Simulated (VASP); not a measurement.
Set up this calculation in VASP 6.6.1, as the native input.

```yaml
Task: single point
Functional: r2SCAN
Potentials_or_basis: VASP PAW PBE potentials, release 64 (Ga_d, Sb)
Cutoff: 520 eV
k_mesh: 8 × 8 × 8
Occupations: fermi-dirac, width 0.02 eV
Spin: no spin polarisation
Dipole_correction: no
Further_INCAR_settings: ALGO = Normal; EDIFF = 1e-07; NBANDS = 16
```

GaSb:

```
CELL_PARAMETERS angstrom
0.00000 3.06588 3.00456
3.06588 0.00000 3.00456
3.06588 3.06588 0.00000
ATOMIC_POSITIONS crystal
Ga 0.00000 0.00000 0.00000
Sb 0.25000 0.25000 0.25000
```

This cell differs from its parent crystal: uniaxial z strain -2.0%.

One way to write it, as run:

POSCAR

```
GaSb
1.0
    0.0000000000      3.0658787979      3.0045612220
    3.0658787979      0.0000000000      3.0045612220
    3.0658787979      3.0658787979      0.0000000000
Ga Sb
1 1
Direct
    0.0000000000      0.0000000000      0.0000000000
    0.2500000000      0.2500000000      0.2500000000
```

INCAR.step1

```
  PREC = Accurate
  ENCUT = 520
  ISMEAR = -1
  SIGMA = 0.02
  LREAL = False
  LASPH = True
  NELM = 100
  NBANDS = 16
  GGA = PE
  ALGO = Normal
  EDIFF = 1E-4
  LWAVE = True
  LCHARG = False
```

INCAR.step2

```
  PREC = Accurate
  ENCUT = 520
  EDIFF = 1E-7
  ISMEAR = -1
  SIGMA = 0.02
  LREAL = False
  LASPH = True
  NELM = 100
  ALGO = Normal
  ISIF = 2
  LWAVE = False
  LCHARG = False
  METAGGA = R2SCAN
  LMIXTAU = True
  NBANDS = 16
  ISTART = 1
```

KPOINTS

```
Automatic mesh
0
Gamma
  8 8 8
```

Potentials or basis: VASP PAW PBE potentials, release 64 (Ga_d, Sb).

The run is started by

```sh
$ cat potpaw_PBE.64/Ga_d/POTCAR potpaw_PBE.64/Sb/POTCAR > POTCAR
$ cp INCAR.step1 INCAR
$ mpirun -np 1 vasp_std > vasp.out
$ cp INCAR.step2 INCAR
$ mpirun -np 1 vasp_std > vasp.out
```

Results of the run:

```json
{"Pressure": "1.2 GPa", "Band gap on the k mesh": "0.47 eV, direct"}
```

Caveat: the cell differs from its parent crystal (uniaxial z strain -2.0%); the PAW data sets were made with another functional, which shifts forces and pressure a little; spin-orbit coupling is left out, which moves the levels of the heavy elements.

Wall time 84 s on 1 thread of Intel(R) Xeon(R) Platinum 8488C (Sapphire Rapids) (shared host), peak memory 0.22 GiB.
